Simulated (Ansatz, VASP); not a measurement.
## Two plane-wave programs on LiF

```
Li F
1.0
     3.03759    0.00000    0.00000
    -1.51880    2.63063    0.00000
     0.00000    0.00000    4.78451
Li F
2 2
Cartesian
  0.0000 1.7538 1.8371
  1.5188 0.8769 4.2294
  0.0000 1.7538 4.7415
  1.5188 0.8769 2.3493
```

Alike in both runs: task single point; functional LDA; k mesh 9 × 9 × 6; occupations gaussian, width 0.05 eV; no spin polarisation.

|  | VASP | Ansatz |
| --- | --- | --- |
| version | VASP 6.6.1 | Ansatz 0.2.0 |
| potentials or method | VASP PAW LDA potentials, release 64 (Li_sv, F), cutoff 520 eV | scalar-relativistic, plane waves, PAW |
| valence electrons in the cell | 20 | 20 |

Ansatz gave:

- gap on the k mesh at the Fermi level (eV): 7.69
- least direct gap on the mesh (eV): 7.69
- rms of the force components (eV/Å): 0.056

Estimate VASP's values.

gap on the k mesh at the Fermi level (eV): 7.67; least direct gap on the mesh (eV): 7.67; rms of the force components (eV/Å): 0.057.

LDA's correlation is that of Perdew and Zunger in VASP and of Perdew and Wang (1992) in Ansatz. Atom by atom the forces differ by 0.000 eV/Å (rms over components).

Noted on VASP's run: the cutoff is under 1.25 times that of the potentials, so the pressure is a little rough.
